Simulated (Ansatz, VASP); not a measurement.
One calculation of Lu, two programs

INCAR

```
PREC = Accurate ; ENCUT = 520
EDIFF = 1E-7 ; ISMEAR = -1
SIGMA = 0.1 ; LREAL = F
LASPH = T ; NELM = 60
ALGO = Normal ; ISIF = 2
LWAVE = F ; LCHARG = F
GGA = B5 ; ALDAX = 1.0
AGGAX = 1.0 ; AGGAC = 1.0
ALDAC = 0.0 ; NBANDS = 44
```

File KPOINTS:

```
Automatic mesh
0
Gamma
  8 8 10
```

Contents of POSCAR:

```
Lu
1.0
    5.3973891041      0.0000000000      0.0000000000
   -2.6986945520      4.6742760783      0.0000000000
    0.0000000000      0.0000000000      3.3936259499
Lu
3
Direct
    1.0000000000      1.0000000000      0.0000000000
    0.3333333333      0.6666666667      0.5000000000
    0.6666666667      0.3333333333      0.5000000000
```

Input for Ansatz:

```yaml
crystal:
  lattice:
    - [5.3973891041, 0.0, 0.0]
    - [-2.698694552, 4.6742760783, 0.0]
    - [0.0, 0.0, 3.3936259499]
  atoms:
    - { symbol: Lu, position: [1.0, 1.0, 0.0] }
    - { symbol: Lu, position: [0.3333333333, 0.6666666667, 0.5] }
    - { symbol: Lu, position: [0.6666666667, 0.3333333333, 0.5] }
hamiltonian:
  xc: blyp
  pseudopotentials:
    kind: paw
    azcp:
      Lu: "pseudopotentials/Lu.paw.azcp"
basis:
  ecutwfc: 420
  fft_grid_basis: typed
kpoints:
  mp_grid: { grid: [8, 8, 10], shift: [0, 0, 0] }
magnetization:
  spin_polarized: false
scf:
  occupations: { method: fermi_dirac, width: 0.1 }
  lower_state_search: "off"
output:
  stress: true
```

Alike in both runs: task single point; functional BLYP; k mesh 8 × 8 × 10; occupations fermi-dirac, width 0.1 eV; no spin polarisation.

|  | VASP | Ansatz |
| --- | --- | --- |
| version | VASP 6.6.1 | Ansatz 0.2.0 |
| potentials or method | VASP PAW PBE potentials, release 64 (Lu), cutoff 520 eV | plane waves (420 eV) with PAW, scalar-relativistic |
| valence electrons in the cell | 75 | 75 |

|  | VASP | Ansatz | Ansatz less VASP |
| --- | --- | --- | --- |
| pressure (GPa) | 2.1 | 1.9 | -0.18 |
| traceless stress, the component that is largest in VASP (GPa) | -0.14 | -0.08 | +0.052 |

VASP's potentials were made for PBE, not for BLYP. With one functional, cell and mesh, what is left measures potentials, basis and numerics.

Neither program's run includes spin-orbit coupling.
